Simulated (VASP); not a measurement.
## MgAl15HN16 (a cell with a defect): single point with PBE

MgAl15HN16 (a cell with a defect):

```
Al Mg N H
1.0
     6.25951    0.00000    0.00000
    -3.12976    5.42090    0.00000
     0.00000    0.00000   10.03481
Al Mg N H
15 1 16 1
Cartesian
  1.5422 0.9231 2.3759
  1.5864 0.8972 7.5523
  -0.0329 1.8273 10.0301
  -0.0055 3.6279 2.4930
  -1.5973 4.4262 5.0797
  0.0008 3.6477 7.5476
  -1.5910 4.5125 10.0237
  4.6700 0.9043 2.5039
  3.2032 1.8879 5.0785
  4.6719 0.8974 7.5459
  3.1173 1.8356 10.0303
  3.1153 3.6238 2.5002
  1.5511 4.5366 5.0360
  3.1071 3.6329 7.5605
  1.5497 4.5285 10.0455
  0.0480 1.7691 4.9469
  1.7311 0.8141 4.3294
  -0.0183 1.8155 1.9131
  1.5291 0.9229 9.4585
  0.0116 1.8124 7.0609
  -0.0146 3.7197 4.3965
  -1.5674 4.5172 1.8894
  -0.0277 3.6368 9.4462
  -1.5692 4.5167 6.9505
  4.5949 0.8653 4.3928
  3.1303 1.8192 1.8884
  4.6607 0.9222 9.4469
  3.1346 1.8221 6.9503
  3.1034 3.6356 4.4170
  1.5688 4.5167 1.9018
  3.0954 3.6358 9.4410
  1.5675 4.5232 6.9395
  2.6177 0.3162 4.0631
```

| Quantity | Value |
| --- | --- |
| Program | VASP 6.6.1 |
| Task | single point |
| Functional | PBE |
| Potentials or basis | VASP PAW PBE potentials, release 64 (Al, Mg, N, H) |
| Cutoff | 520 eV |
| k mesh | 1 × 1 × 1, shifted |
| Occupations | gaussian, width 0.01 eV |
| Spin | collinear spin |
| Fixed moment | 1 μB |

```json
{
  "Largest force": "0.303 eV/Å",
  "Net moment": "1.00 μB per cell",
  "Site moments": "Al +0.00, -0.00 (each value once); Mg +0.01; N +0.01, +0.06, +0.25, +0.10, +0.02, +0.04, +0.08 (each value once); H -0.00 μB",
  "Valence electrons inside the program's atomic spheres": "Al 0.81, 0.80, 0.79 (each value once); Mg 0.44; N 3.90, 3.84, 3.82, 3.77, 3.81, 3.83, 3.85 (each value once); H 0.70"
}
```

Forces on the atoms (eV/Å):
```
Al   0.100 -0.154 -0.024
Al   0.094 -0.029  0.053
Al  -0.111  0.038 -0.033
Al   0.000 -0.008  0.033
Al  -0.043  0.155 -0.001
Al   0.087 -0.107 -0.014
Al  -0.132  0.126  0.102
Al   0.159 -0.042 -0.179
Al  -0.276  0.084  0.092
Al   0.149 -0.009  0.048
Al  -0.116  0.041 -0.041
Al   0.230 -0.026 -0.034
Al  -0.075 -0.171  0.102
Al   0.136 -0.076  0.032
Al  -0.086  0.088 -0.056
Mg   0.026  0.139  0.091
N    0.114 -0.065  0.081
N   -0.224  0.120  0.031
N    0.228 -0.082 -0.006
N   -0.202  0.047 -0.062
N    0.164 -0.115 -0.089
N   -0.208  0.057  0.007
N    0.196 -0.115  0.012
N   -0.166  0.101 -0.007
N    0.159 -0.014 -0.057
N   -0.168  0.089  0.059
N    0.188 -0.125 -0.005
N   -0.163  0.061 -0.038
N    0.069 -0.058 -0.006
N   -0.195  0.133  0.037
N    0.156 -0.103 -0.017
N   -0.168  0.127 -0.078
H    0.075 -0.106 -0.034
```

Wall time 7.9 min on 1 thread of Intel(R) Xeon(R) 6975P-C (Granite Rapids), on a shared host, peak memory 0.71 GiB.

Caveat: the k points lie up to 0.58 Å⁻¹ apart; the cell carries a net charge on a neutralising background, which shifts energy and pressure; the total moment is fixed, so each spin has its own Fermi level and the state may be an excited one.
